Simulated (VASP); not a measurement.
# Al3BAs2 (P-4m2) in VASP: a series of runs, part 3 of 3

VASP 6.6.1.

## Step 5: Relaxation of cell and atoms, PBE

INCAR

```
SYSTEM = Al3BAs2
ALGO = Normal
EDIFF = 1E-6
EDIFFG = -0.04
ENCUT = 600
GGA = PE
IBRION = 2
ISIF = 3
ISMEAR = 0
LASPH = .True.
LCHARG = .False.
LREAL = .False.
LWAVE = .False.
NELM = 60
NSW = 90
PREC = Accurate
SIGMA = 0.1
```

KPOINTS

```
k-points
0
Gamma
  4 4 4
  0 0 0
```

POSCAR

```
Al3BAs2
1.0
    3.9306563400      0.0000000000      0.0000000000
    0.0000000000      3.9306563400      0.0000000000
    0.0000000000      0.0000000000      7.4426780300
Al B As
3 1 2
Direct
    0.0000000000      0.5000000000      0.6816478300
    0.5000000000      0.0000000000      0.3183521700
    0.5000000000      0.5000000000      0.0000000000
    0.0000000000      0.0000000000      0.5000000000
    0.5000000000      0.5000000000      0.6619304400
    0.5000000000      0.5000000000      0.3380695600
```

Potentials or basis: VASP PAW PBE potentials, release 64 (Al, B, As).

On the command line:

```bash
> cat potpaw_PBE.64/Al/POTCAR potpaw_PBE.64/B/POTCAR potpaw_PBE.64/As/POTCAR > POTCAR
> mpirun -np 1 vasp_std > vasp.out
```

OUTCAR:

```text
SYSTEM = Al3BAs2
   EDIFF = 1E-6
   EDIFFG = -0.04
   ENCUT = 600
   GGA = PE
   IBRION = 2
   ISIF = 3
   ISMEAR = 0
   LASPH = .True.
   LREAL = .False.
   NELM = 60
   NSW = 90
   PREC = Accurate

 ion  position               nearest neighbor table
   1  0.000  0.500  0.682-   5 1.97   5 1.97   4 2.39   4 2.39   3 3.08   3 3.08
   2  0.500  0.000  0.318-   6 1.97   6 1.97   4 2.39   4 2.39   3 3.08   3 3.08
   3  0.500  0.500  0.000-   5 2.52   6 2.52   1 3.08   2 3.08   2 3.08   1 3.08
   4  0.000  0.000  0.500-   1 2.39   2 2.39   1 2.39   2 2.39
   5  0.500  0.500  0.662-   1 1.97   1 1.97   6 2.41   3 2.52
   6  0.500  0.500  0.338-   2 1.97   2 1.97   5 2.41   3 2.52

  LATTYP: Found a simple tetragonal cell.
 ALAT       =     3.9306563400
 C/A-ratio  =     1.8934949754

  Lattice vectors:

 A1 = (   3.9306563400,   0.0000000000,   0.0000000000)
 A2 = (   0.0000000000,   3.9306563400,   0.0000000000)
 A3 = (   0.0000000000,   0.0000000000,   7.4426780300)

Analysis of symmetry for initial positions (statically):
=====================================================================
 Subroutine PRICEL returns:
 Original cell was already a primitive cell.

 Routine SETGRP: Setting up the symmetry group for a
 simple tetragonal supercell.

 Subroutine GETGRP returns: Found  8 space group operations
 (whereof  8 operations were pure point group operations)
 out of a pool of 16 trial point group operations.

The static configuration has the point symmetry D_2d.

Analysis of symmetry for dynamics (positions and initial velocities):
=====================================================================
 Subroutine PRICEL returns:
 Original cell was already a primitive cell.

 Routine SETGRP: Setting up the symmetry group for a
 simple tetragonal supercell.

 Subroutine GETGRP returns: Found  8 space group operations
 (whereof  8 operations were pure point group operations)
 out of a pool of 16 trial point group operations.

The dynamic configuration has the point symmetry D_2d.

 Subroutine INISYM returns: Found  8 space group operations
 (whereof  8 operations are pure point group operations),
 and found     1 'primitive' translations

----------------------------------------------------------------------------------------

                                     Primitive cell

  volume of cell :     114.9898

  direct lattice vectors                    reciprocal lattice vectors
     3.930656340  0.000000000  0.000000000     0.254410438  0.000000000  0.000000000
     0.000000000  3.930656340  0.000000000     0.000000000  0.254410438  0.000000000
     0.000000000  0.000000000  7.442678030     0.000000000  0.000000000  0.134360239

  length of vectors
     3.930656340  3.930656340  7.442678030     0.254410438  0.254410438  0.134360239

  position of ions in fractional coordinates (direct lattice)
     0.000000000  0.500000000  0.681647830
     0.500000000  0.000000000  0.318352170
     0.500000000  0.500000000  0.000000000
     0.000000000  0.000000000  0.500000000
     0.500000000  0.500000000  0.661930440
     0.500000000  0.500000000  0.338069560

  ion indices of the primitive-cell ions
   primitive index   ion index
                 1           1
                 2           2
                 3           3
                 4           4
                 5           5
                 6           6

[... 46 lines left out ...]
   k-points           NKPTS =     18   k-points in BZ     NKDIM =     18   number of bands    NBANDS=     15
   number of dos      NEDOS =    301   number of ions     NIONS =      6
   total plane-waves  NPLWV =  61440
   dimension x,y,z NGX =    32 NGY =   32 NGZ =   60
   dimension x,y,z NGXF=    64 NGYF=   64 NGZF=  120
   ions per type =               3   1   2
   NGX,Y,Z   is equivalent  to a cutoff of  13.53, 13.53, 13.40 a.u.
   NGXF,Y,Z  is equivalent  to a cutoff of  27.07, 27.07, 26.80 a.u.
 SYSTEM =  Al3BAs2
   PREC   = accura    normal or accurate (medium, high low for compatibility)
   ISTART =      0    job   : 0-new  1-cont  2-samecut
   ICHARG =      2    charge: 1-file 2-atom 10-const
   ISPIN  =      1    spin polarized calculation?
   LNONCOLLINEAR =      F non collinear calculations
   LSORBIT =      F    spin-orbit coupling
   LASPH  =      T    aspherical Exc in radial PAW
   ENCUT  =  600.0 eV  44.10 Ry    6.64 a.u.   7.85  7.85 14.86*2*pi/ulx,y,z
   NELM   =     60;   NELMIN=  2; NELMDL= -5     # of ELM steps
   EDIFF  = 0.1E-05   stopping-criterion for ELM
   LREAL  =      F    real-space projection
   EDIFFG = -.4E-01   stopping-criterion for IOM
   NSW    =     90    number of steps for IOM
   IBRION =      2    ionic relax: 0-MD 1-quasi-New 2-CG
   NFREE  =      1    steps in history (QN), initial steepest desc. (CG)
   ISIF   =      3    stress and relaxation
   ISYM   =      2    0-nonsym 1-usesym 2-fastsym
   POTIM  = 0.5000    time-step for ionic-motion
   TEBEG  =    0.0;   TEEND  =   0.0 temperature during run
   PSTRESS=    0.0 pullay stress
   NELECT =      22.0000    total number of electrons
   NUPDOWN=      -1.0000    fix difference up-down
   EMIN   =  10.00;   EMAX   =-10.00  energy-range for DOS
   EFERMI =   0.00;   METHOD = LEGACY
   ISMEAR =     0;   SIGMA  =   0.10  broadening in eV -4-tet -1-fermi 0-gaus
   EFERMI_NEDOS =   21; number of points for ismear=-14 and -15
   IALGO  =     38    algorithm
   IMIX   =      4    mixing-type and parameters
     AMIX     =   0.40;   BMIX     =  1.00
     AMIX_MAG =   1.60;   BMIX_MAG =  1.00
  volume/ion in A,a.u.               =      19.16       129.33
  Fermi-wavevector in a.u.,A,eV,Ry     =   0.943328  1.782631 12.107378  0.889867
  Thomas-Fermi vector in A             =   2.071024
   LORBIT       =      0    0 simple, 1 ext, 2 COOP (PROOUT), +10 PAW based schemes
   GGA     = PE    functional components
   LHFCALC =     F    Hartree Fock is set to
   AEXX    =    0.0000 exact exchange contribution
   IVDW    =     0    specifies the selected vdW correction
   LEPSILON=     F    determine dielectric tensor
   LRPA    =     F    only Hartree local field effects (RPA)
 conjugate gradient relaxation of ions
 non-spin polarized calculation
 Gauss-broadening in eV      SIGMA  =   0.10
  energy-cutoff  :      600.00
  volume of cell :      114.99
 maximum number of plane-waves:      3864
 NGX is ok and might be reduce to    32
   NGX = 15   NGY = 15   NGZ = 29

--------------------------------------- Ionic step        1  -------------------------------------------

 number of electron      21.9999999 magnetization

 Free energy of the ion-electron system (eV)
  ---------------------------------------------------
  ext. energy  EPLUGINS =         0.00000000
  ---------------------------------------------------
  free energy    TOTEN  =       -15.89556785 eV

  energy without entropy =      -15.88849701  energy(sigma->0) =      -15.89203243

 E-fermi :   5.1946     XC(G=0):  -9.3311

 val. band max:        5.1260532156   @ k =   0.5000   0.5000   0.5000
 cond. band min:       5.2574328272   @ k =   0.5000   0.2500   0.5000
 fundamental gap:      0.1313796116
 Fermi energy:         5.1945959929

 k-point     1 :       0.0000    0.0000    0.0000
  band No.  band energies     occupation
      1      -9.6491      2.00000
      2      -7.2189      2.00000
      3      -2.6912      2.00000
      4      -0.1192      2.00000
      5      -0.0942      2.00000
      6      -0.0942      2.00000
      7       2.8436      2.00000
      8       2.8436      2.00000
      9       3.0056      2.00000
     10       3.6529      2.00000
     11       4.1832      2.00000
     12       6.6103      0.00000
     13       6.8221      0.00000
     14       6.8221      0.00000
[... 418 lines left out ...]
  FREE ENERGIE OF THE ION-ELECTRON SYSTEM (eV)
  ---------------------------------------------------
  free  energy   TOTEN  =       -20.2047072043 eV

  energy  without entropy=      -20.1606733597  energy(sigma->0) =      -20.18269028

[... ionic steps 4 to 44 ...]

--------------------------------------- Ionic step       45  -------------------------------------------

 number of electron      22.0000000 magnetization

------------------------ aborting loop because EDIFF is reached ----------------------------------------
[... 75 lines left out ...]
--------------------------------------- Ionic step       47  -------------------------------------------

 number of electron      22.0000001 magnetization

 Free energy of the ion-electron system (eV)
  ---------------------------------------------------
  ext. energy  EPLUGINS =         0.00000000
  ---------------------------------------------------
  free energy    TOTEN  =       -24.62070034 eV

  energy without entropy =      -24.61432401  energy(sigma->0) =      -24.61751218

 E-fermi :   3.0314     XC(G=0):  -8.4986

 val. band max:        3.0259775390   @ k =   0.5000   0.2500   0.0000
 cond. band min:       3.0479319994   @ k =   0.0000   0.0000   0.0000
 fundamental gap:      0.0219544604
 Fermi energy:         3.0314118694

 k-point     1 :       0.0000    0.0000    0.0000
  band No.  band energies     occupation
      1      -8.6143      2.00000
      2      -8.0951      2.00000
      3      -5.4377      2.00000
      4      -1.9340      2.00000
      5      -1.3100      2.00000
      6       1.1221      2.00000
      7       1.1221      2.00000
      8       2.5052      2.00000
      9       2.5052      2.00000
     10       3.0479      0.81527
     11       3.3654      0.00000
     12       3.5352      0.00000
     13       3.5352      0.00000
     14       5.1439      0.00000
[... 338 lines left out ...]
  FREE ENERGIE OF THE ION-ELECTRON SYSTEM (eV)
  ---------------------------------------------------
  free  energy   TOTEN  =       -24.6207003386 eV

  energy  without entropy=      -24.6143240147  energy(sigma->0) =      -24.61751218

 reached required accuracy - stopping structural energy minimisation
```

It took 7.3 min on 1 thread of Intel Xeon 6975P-C (Granite Rapids), shared host; peak memory 0.27 GiB.

Results:

```
Free energy                           : -24.6207 eV
Relaxed volume                        : 23.83 Å³/atom
Relaxed cell                          : a = 3.883 Å, b = 3.883 Å, c = 9.483 Å, α = 90.00°, β = 90.00°, γ = 90.00°
Space group after relaxing (to 0.1 Å) : P-4m2 (No. 115)
Energy gained by relaxing             : 1454.2 meV/atom
Ionic steps                           : 47
Pressure after relaxing               : 0.0 GPa
Largest force after relaxing          : 0.035 eV/Å
Band gap on the k mesh                : zero (bands 11 and 12 overlap by 1.62 eV)
```

Forces in eV/Å, atoms in the order of the input:
```
Al   0.000  0.000  0.009
Al   0.000  0.000 -0.009
Al   0.000  0.000  0.000
B    0.000  0.000  0.000
As   0.000  0.000 -0.035
As   0.000  0.000  0.035
```

The path:
| step | energy change (eV) | largest force (eV/Å) | pressure (GPa) | volume (Å³) |
| --- | --- | --- | --- | --- |
| 1 | 0.0000 | 1.0941 | 32.75 | 114.99 |
| 3 | -4.3091 | 0.6599 | 0.11 | 162.76 |
| 5 | -4.3124 | 0.7012 | -0.33 | 164.77 |
| 7 | -4.7672 | 1.1328 | 1.09 | 161.08 |
| 9 | -4.7976 | 1.1673 | 1.96 | 159.95 |
| 11 | -4.8261 | 1.2812 | 3.09 | 158.93 |
| 13 | -4.9163 | 1.5318 | 3.79 | 159.58 |
| 15 | -5.3734 | 1.6683 | 2.14 | 163.74 |
| 17 | -6.6224 | 1.6027 | -3.33 | 182.97 |
| 19 | -7.7842 | 0.4516 | -4.93 | 172.56 |
| 21 | -7.9679 | 0.6443 | -4.52 | 165.61 |
| 23 | -8.2600 | 0.7244 | -0.20 | 147.60 |
| 25 | -8.2993 | 0.4793 | 0.07 | 146.69 |
| 27 | -8.3248 | 0.3179 | 0.32 | 146.47 |
| 29 | -8.3638 | 0.3039 | -0.80 | 149.88 |
| 31 | -8.3842 | 0.1980 | -2.28 | 155.12 |
| 33 | -8.4059 | 0.1779 | -2.41 | 155.61 |
| 35 | -8.4311 | 0.4099 | -2.84 | 157.45 |
| 37 | -8.4724 | 0.3393 | -2.35 | 155.31 |
| 39 | -8.5858 | 0.8257 | 1.88 | 141.72 |
| 41 | -8.6458 | 0.5866 | 0.61 | 144.20 |
| 43 | -8.7062 | 0.3471 | 0.43 | 141.98 |
| 45 | -8.7215 | 0.1188 | -0.13 | 143.59 |
| 47 | -8.7251 | 0.0347 | 0.01 | 142.96 |

Final structure:
```cif
data_structure
_symmetry_space_group_name_H-M 'P 1'
_symmetry_Int_Tables_number 1
_cell_length_a 3.8828
_cell_length_b 3.8828
_cell_length_c 9.4829
_cell_angle_alpha 90.000
_cell_angle_beta 90.000
_cell_angle_gamma 90.000
_cell_volume 142.96
loop_
_atom_site_label
_atom_site_type_symbol
_atom_site_fract_x
_atom_site_fract_y
_atom_site_fract_z
_atom_site_occupancy
Al1 Al 0.00000 0.50000 0.59204 1
Al2 Al 0.50000 0.00000 0.40796 1
Al3 Al 0.50000 0.50000 0.00000 1
B1 B 0.00000 0.00000 0.50000 1
As1 As 0.50000 0.50000 0.75546 1
As2 As 0.50000 0.50000 0.24454 1
```

Levels at points of the mesh, in eV from the Fermi level:
```csv
k point,band 9,band 10,band 11,band 12,band 13,band 14
"(0.00, 0.00, 0.00)",-0.53,0.02,0.33,0.50,0.50,2.11
"(0.50, 0.00, 0.00)",-0.78,-0.59,0.35,0.45,0.56,2.00
"(0.50, 0.50, 0.00)",-2.64,-1.80,-1.80,-0.85,0.25,1.56
"(0.00, 0.00, 0.50)",-0.69,-0.69,0.76,0.76,1.80,1.96
"(0.50, 0.00, 0.50)",-1.05,-0.76,-0.59,0.50,1.14,1.86
"(0.50, 0.50, 0.50)",-2.90,-1.25,-1.25,-0.86,0.81,0.81
```

Caveat: the k points lie up to 0.40 Å⁻¹ apart in the final cell, too coarse for converged energies and pressures of a metal; the volume moved by over 15 % at a fixed basis, so the end points are rough.

## Step 6: The runs side by side

```csv
task,cell,k mesh,cutoff (eV),gap on the mesh (eV),pressure (GPa),largest force (eV/Å)
single point,"a = 3.931, b = 3.931, c = 7.443 Å, 6 atoms, atomic positions A",4 × 4 × 4,520,none,32.7,1.09
single point,"a = 3.898, b = 3.898, c = 9.444 Å, 6 atoms, atomic positions B",4 × 4 × 4,520,none,0.0,0.01
single point,"a = 3.873, b = 3.873, c = 9.511 Å, 6 atoms, atomic positions C",10 × 10 × 4,520,none,0.1,0.02
relaxation of cell and atoms,"relaxed from a = 3.931, b = 3.931, c = 7.443 Å, 6 atoms, atomic positions A",4 × 4 × 4,600,none,0.0,0.03
```

Alike in all rows: level PBE; potentials or basis VASP PAW PBE potentials, release 64 (Al, B, As); no spin polarisation; smearing gaussian 0.1 eV.

Caveats: some runs use coarse meshes; forces of over 1 eV/Å act on the atoms, so gaps and moduli don't describe the material at rest (at least some runs); the volume moved by over 15 % at a fixed basis, so the end points are rough (at least some runs).

Absolute energies hang on the potentials; compare differences alone.
